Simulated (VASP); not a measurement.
# Be (P6_3/mmc) in VASP: a series of runs

Runs on Be. Level: r2SCAN. Tasks: single point, relaxation of cell and atoms.

All numbers are computed with VASP 6.6.1; they aren't measurements. Logs are shortened: lines on timing, memory, paths and dates and some standing lists are left out, and cuts for length are marked.

## 1. The cell of the first run

It takes space group P6_3/mmc (No. 194, hexagonal). The conventional cell has a = 2.077 Å, b = 2.077 Å, c = 3.284 Å, α = 90.00°, β = 90.00°, γ = 120.00°. Within 2.7 Å of Be (site symmetry -6m2) lie 12 Be at 2.03 to 2.08 Å.

## 2. Single point, r2SCAN

Contents of POSCAR:

```
Be
1.0
    2.0771538957      0.0000000000      0.0000000000
   -1.0385769479      1.7988680413      0.0000000000
    0.0000000000      0.0000000000      3.2839879242
Be
2
Direct
    0.3333333333      0.6666666667      0.2500000000
    0.6666666667      0.3333333333      0.7500000000
```

Contents of INCAR.step1:

```
SYSTEM = Be
PREC = Accurate
ENCUT = 520
ISMEAR = 0
SIGMA = 0.1
LREAL = .False.
LASPH = .True.
NELM = 100
NBANDS = 9
GGA = PE
ALGO = Normal
EDIFF = 1E-4
LWAVE = .True.
LCHARG = .False.
```

Contents of INCAR.step2:

```
SYSTEM = Be
PREC = Accurate
ENCUT = 520
EDIFF = 1E-7
ISMEAR = 0
SIGMA = 0.1
LREAL = .False.
LASPH = .True.
NELM = 100
ALGO = Normal
ISIF = 2
LWAVE = .False.
LCHARG = .False.
METAGGA = R2SCAN
LMIXTAU = .True.
NBANDS = 9
ISTART = 1
```

Contents of KPOINTS:

```
Automatic mesh
0
Gamma
  9 9 6
  0 0 0
```

Potentials or basis: VASP PAW PBE potentials, release 64 (Be).

Command:

```bash
$ cat potpaw_PBE.64/Be/POTCAR > POTCAR
$ cp INCAR.step1 INCAR
$ mpirun -np 1 vasp_std > vasp.out
$ cp INCAR.step2 INCAR
$ mpirun -np 1 vasp_std > vasp.out
```

OUTCAR:

```text
SYSTEM = Be
   PREC = Accurate
   ENCUT = 520
   EDIFF = 1E-7
   ISMEAR = 0
   LREAL = .False.
   LASPH = .True.
   NELM = 100
   ISIF = 2
   METAGGA = R2SCAN
   ISTART = 1

 ion  position               nearest neighbor table
   1  0.333  0.667  0.250-   2 2.03   2 2.03   2 2.03   2 2.03   2 2.03   2 2.03
   2  0.667  0.333  0.750-   1 2.03   1 2.03   1 2.03   1 2.03   1 2.03   1 2.03

  LATTYP: Found a hexagonal cell.
 ALAT       =     2.0771538957
 C/A-ratio  =     1.5810036661

  Lattice vectors:

 A1 = (   2.0771538957,   0.0000000000,   0.0000000000)
 A2 = (  -1.0385769479,   1.7988680413,   0.0000000000)
 A3 = (   0.0000000000,   0.0000000000,   3.2839879242)

Analysis of symmetry for initial positions (statically):
=====================================================================
 Subroutine PRICEL returns:
 Original cell was already a primitive cell.

 Routine SETGRP: Setting up the symmetry group for a
 hexagonal supercell.

 Subroutine GETGRP returns: Found 24 space group operations
 (whereof 12 operations were pure point group operations)
 out of a pool of 24 trial point group operations.

The static configuration has the point symmetry D_3d.
 The point group associated with its full space group is D_6h.

Analysis of symmetry for dynamics (positions and initial velocities):
=====================================================================
 Subroutine PRICEL returns:
 Original cell was already a primitive cell.

 Routine SETGRP: Setting up the symmetry group for a
 hexagonal supercell.

 Subroutine GETGRP returns: Found 24 space group operations
 (whereof 12 operations were pure point group operations)
 out of a pool of 24 trial point group operations.

The dynamic configuration has the point symmetry D_3d.
 The point group associated with its full space group is D_6h.

 Subroutine INISYM returns: Found 24 space group operations
 (whereof 12 operations are pure point group operations),
 and found     1 'primitive' translations

----------------------------------------------------------------------------------------

                                     Primitive cell

  volume of cell :      12.2707

  direct lattice vectors                    reciprocal lattice vectors
     2.077153896  0.000000000  0.000000000     0.481427978  0.277952573  0.000000000
    -1.038576948  1.798868041  0.000000000     0.000000000  0.555905145  0.000000000
     0.000000000  0.000000000  3.283987924     0.000000000  0.000000000  0.304507819

[... 89 lines left out ...]
   ISIF   =      2    stress and relaxation
   ISYM   =      2    0-nonsym 1-usesym 2-fastsym
   POTIM  = 0.5000    time-step for ionic-motion
   TEBEG  =    0.0;   TEEND  =   0.0 temperature during run
   PSTRESS=    0.0 pullay stress
   NELECT =       4.0000    total number of electrons
   NUPDOWN=      -1.0000    fix difference up-down
   EMIN   =  10.00;   EMAX   =-10.00  energy-range for DOS
   EFERMI =   0.00;   METHOD = LEGACY
   ISMEAR =     0;   SIGMA  =   0.10  broadening in eV -4-tet -1-fermi 0-gaus
   EFERMI_NEDOS =   21; number of points for ismear=-14 and -15
   IALGO  =     38    algorithm
   IMIX   =      4    mixing-type and parameters
     AMIX     =   0.40;   BMIX     =  1.00
     AMIX_MAG =   1.60;   BMIX_MAG =  1.00
  volume/ion in A,a.u.               =       6.14        41.40
  Fermi-wavevector in a.u.,A,eV,Ry     =   1.126691  2.129138 17.271692  1.269434
  Thomas-Fermi vector in A             =   2.263374
   LORBIT       =      0    0 simple, 1 ext, 2 COOP (PROOUT), +10 PAW based schemes
   METAGGA = R2SCAN    functional components
   LHFCALC =     F    Hartree Fock is set to
   AEXX    =    0.0000 exact exchange contribution
   IVDW    =     0    specifies the selected vdW correction
   LEPSILON=     F    determine dielectric tensor
   LRPA    =     F    only Hartree local field effects (RPA)
 non-spin polarized calculation
 Gauss-broadening in eV      SIGMA  =   0.10
  energy-cutoff  :      520.00
  volume of cell :       12.27
 maximum number of plane-waves:       345
 NGX is ok and might be reduce to    16
   NGX =  7   NGY =  7   NGZ = 13

 number of electron       4.0000000 magnetization

 Free energy of the ion-electron system (eV)
  ---------------------------------------------------
  ext. energy  EPLUGINS =         0.00000000
  ---------------------------------------------------
  free energy    TOTEN  =        -8.25050879 eV

  energy without entropy =       -8.24895104  energy(sigma->0) =       -8.24972991

 E-fermi :   8.8630     XC(G=0): -12.1842

 val. band max:        8.8140040791   @ k =   0.3333   0.0000   0.0000
 cond. band min:       9.5720260454   @ k =   0.3333   0.3333   0.5000
 fundamental gap:      0.7580219664
 Fermi energy:         8.8630173510

 k-point     1 :       0.0000    0.0000    0.0000
  band No.  band energies     occupation
      1      -4.3316      2.00000
      2       3.5634      2.00000
      3      11.3828      0.00000
      4      30.4353      0.00000
      5      30.4353      0.00000
      6      33.9803      0.00000
      7      33.9803      0.00000
      8      36.8248      0.00000
      9      42.6502      0.00000
[... 265 lines left out ...]
 k-point    24 :       0.3333    0.3333    0.1667
  band No.  band energies     occupation
      1       6.4016      2.00000
      2       8.2194      2.00000
      3       8.2194      2.00000
      4      15.5862      0.00000
      5      18.0411      0.00000
      6      18.0411      0.00000
      7      26.8839      0.00000
      8      29.2319      0.00000
      9      29.2319      0.00000

 [... further k-points ...]

------------------------ aborting loop because EDIFF is reached ----------------------------------------

  FORCE on cell =-STRESS in cart. coord.  units (eV):
  Direction    XX          YY          ZZ          XY          YZ          ZX
  --------------------------------------------------------------------------------------
  -------------------------------------------------------------------------------------
  Total        3.6999859      3.6999859      3.7124693     -0.0000000      0.0000000      0.0000000
  in kB      483.1045368    483.1045369    484.7344895     -0.0000000      0.0000000      0.0000000
  external PRESSURE =     483.6478544 kB  Pullay stress =       0.0000000 kB

 VOLUME and BASIS-vectors are now :
 -----------------------------------------------------------------------------
  energy-cutoff  :      520.00
  volume of cell :       12.27
      direct lattice vectors                 reciprocal lattice vectors
     2.077153896  0.000000000  0.000000000     0.481427978  0.277952573  0.000000000
    -1.038576948  1.798868041  0.000000000     0.000000000  0.555905145  0.000000000
     0.000000000  0.000000000  3.283987924     0.000000000  0.000000000  0.304507819

 POSITION                                       TOTAL-FORCE (eV/Angst)
 -----------------------------------------------------------------------------------
     -0.00000      1.19925      0.82100        -0.000000      0.000000      0.000000
      1.03858      0.59962      2.46299         0.000000     -0.000000      0.000000
 -----------------------------------------------------------------------------------
    total drift:                                0.000000     -0.000000      0.000000

  FREE ENERGIE OF THE ION-ELECTRON SYSTEM (eV)
  ---------------------------------------------------
  free  energy   TOTEN  =        -8.2505087868 eV

  energy  without entropy=       -8.2489510428  energy(sigma->0) =       -8.24972991
```

Wall time 15 s (1 thread of Intel Xeon 8259CL, shared host); peak memory 0.12 GiB.

Results:

* Free energy: -8.2505 eV
* Pressure: 48.4 GPa
* Band gap on the k mesh: zero (bands 2 and 3 overlap by 2.52 eV)

Levels at points of the mesh, in eV from the Fermi level:
```csv
k point,band 1,band 2,band 3,band 4,band 5,band 6,band 7
"(0.00, 0.00, 0.00)",-13.19,-5.30,2.52,21.57,21.57,25.12,25.12
"(0.00, 0.00, 0.50)",-10.67,-10.67,14.16,14.16,23.77,23.77,23.77
```

Caveat: the k points lie up to 0.39 Å⁻¹ apart, too coarse for converged energies and pressures of a metal; the PAW data sets were made with another functional, which shifts forces and pressure a little.

## 3. Single point, r2SCAN

Contents of POSCAR:

```
Be
1.0
    2.0742541581      0.0000000000      0.0000000000
   -1.0371270791      1.7963567948      0.0000000000
    0.0000000000      0.0000000000      3.2925695897
Be
2
Direct
    0.3333333333      0.6666666667      0.2500000000
    0.6666666667      0.3333333333      0.7500000000
```

Contents of INCAR.step1:

```
ALGO = Normal
EDIFF = 1E-4
ENCUT = 520
GGA = PE
ISMEAR = 0
LASPH = T
LCHARG = F
LREAL = F
LWAVE = T
NBANDS = 9
NELM = 80
PREC = Accurate
SIGMA = 0.1
```

Contents of INCAR.step2:

```
ALGO = Normal
EDIFF = 1E-6
ENCUT = 520
ISIF = 2
ISMEAR = 0
ISTART = 1
LASPH = T
LCHARG = F
LMIXTAU = T
LREAL = F
LWAVE = F
METAGGA = R2SCAN
NBANDS = 9
NELM = 80
PREC = Accurate
SIGMA = 0.1
```

Contents of KPOINTS:

```
k-points
0
Gamma
  12 12 6
```

Potentials or basis: VASP PAW PBE potentials, release 64 (Be).

Command:

```bash
$ cat potpaw_PBE.64/Be/POTCAR > POTCAR
$ cp INCAR.step1 INCAR
$ mpirun -np 1 vasp_std > vasp.out
$ cp INCAR.step2 INCAR
$ mpirun -np 1 vasp_std > vasp.out
```

OUTCAR:

```text
EDIFF = 1E-6
   ENCUT = 520
   ISIF = 2
   ISMEAR = 0
   ISTART = 1
   LASPH = T
   LREAL = F
   METAGGA = R2SCAN
   NELM = 80
   PREC = Accurate

 ion  position               nearest neighbor table
   1  0.333  0.667  0.250-   2 2.04   2 2.04   2 2.04   2 2.04   2 2.04   2 2.04
   2  0.667  0.333  0.750-   1 2.04   1 2.04   1 2.04   1 2.04   1 2.04   1 2.04

  LATTYP: Found a hexagonal cell.
 ALAT       =     2.0742541581
 C/A-ratio  =     1.5873510856

  Lattice vectors:

 A1 = (   2.0742541581,   0.0000000000,   0.0000000000)
 A2 = (  -1.0371270791,   1.7963567948,   0.0000000000)
 A3 = (   0.0000000000,   0.0000000000,   3.2925695897)

Analysis of symmetry for initial positions (statically):
=====================================================================
 Subroutine PRICEL returns:
 Original cell was already a primitive cell.

 Routine SETGRP: Setting up the symmetry group for a
 hexagonal supercell.

 Subroutine GETGRP returns: Found 24 space group operations
 (whereof 12 operations were pure point group operations)
 out of a pool of 24 trial point group operations.

[... 169 lines left out ...]
 fundamental gap:      0.1749920966
 Fermi energy:         9.7295238794

 k-point     1 :       0.0000    0.0000    0.0000
  band No.  band energies     occupation
      1      -4.3310      2.00000
      2       3.5144      2.00000
      3      11.3086      0.00000
      4      30.5455      0.00000
      5      30.5455      0.00000
      6      34.0668      0.00000
      7      34.0668      0.00000
      8      36.7082      0.00000
      9      42.7184      0.00000
[... 265 lines left out ...]
 k-point    24 :       0.3333    0.0000    0.1667
  band No.  band energies     occupation
      1      -0.2977      2.00000
      2       6.3903      2.00000
      3      12.3483      0.00000
      4      18.6684      0.00000
      5      22.7658      0.00000
      6      23.4036      0.00000
      7      29.2035      0.00000
      8      31.2593      0.00000
      9      34.8894      0.00000

 [... further k-points ...]

------------------------ aborting loop because EDIFF is reached ----------------------------------------

  FORCE on cell =-STRESS in cart. coord.  units (eV):
  Direction    XX          YY          ZZ          XY          YZ          ZX
  --------------------------------------------------------------------------------------
  -------------------------------------------------------------------------------------
  Total        3.6810424      3.6810423      3.7434849     -0.0000000      0.0000000      0.0000000
  in kB      480.7196372    480.7196372    488.8742203     -0.0000000      0.0000000      0.0000000
  external PRESSURE =     483.4378316 kB  Pullay stress =       0.0000000 kB

 VOLUME and BASIS-vectors are now :
 -----------------------------------------------------------------------------
  energy-cutoff  :      520.00
  volume of cell :       12.27
      direct lattice vectors                 reciprocal lattice vectors
     2.074254158  0.000000000  0.000000000     0.482100998  0.278341141  0.000000000
    -1.037127079  1.796356795  0.000000000     0.000000000  0.556682282  0.000000000
     0.000000000  0.000000000  3.292569590     0.000000000  0.000000000  0.303714158

 POSITION                                       TOTAL-FORCE (eV/Angst)
 -----------------------------------------------------------------------------------
     -0.00000      1.19757      0.82314        -0.000000      0.000000      0.000000
      1.03713      0.59879      2.46943         0.000000     -0.000000      0.000000
 -----------------------------------------------------------------------------------
    total drift:                                0.000000     -0.000000      0.000000

  FREE ENERGIE OF THE ION-ELECTRON SYSTEM (eV)
  ---------------------------------------------------
  free  energy   TOTEN  =        -8.2390413071 eV

  energy  without entropy=       -8.2382835326  energy(sigma->0) =       -8.23866242
```

It took 23 s on 1 thread of Intel Xeon 8259CL, shared host; peak memory 0.12 GiB.

Results:

```
Free energy            : -8.2390 eV
Pressure               : 48.3 GPa
Band gap on the k mesh : zero (bands 2 and 3 overlap by 2.31 eV)
```

Caveat: the cell stands under pressure; the PAW data sets were made with another functional, which shifts forces and pressure a little.

(Continued in part 2 of 2.)

The gap in the log of VASP goes by the Fermi energy; the results here count the filled bands.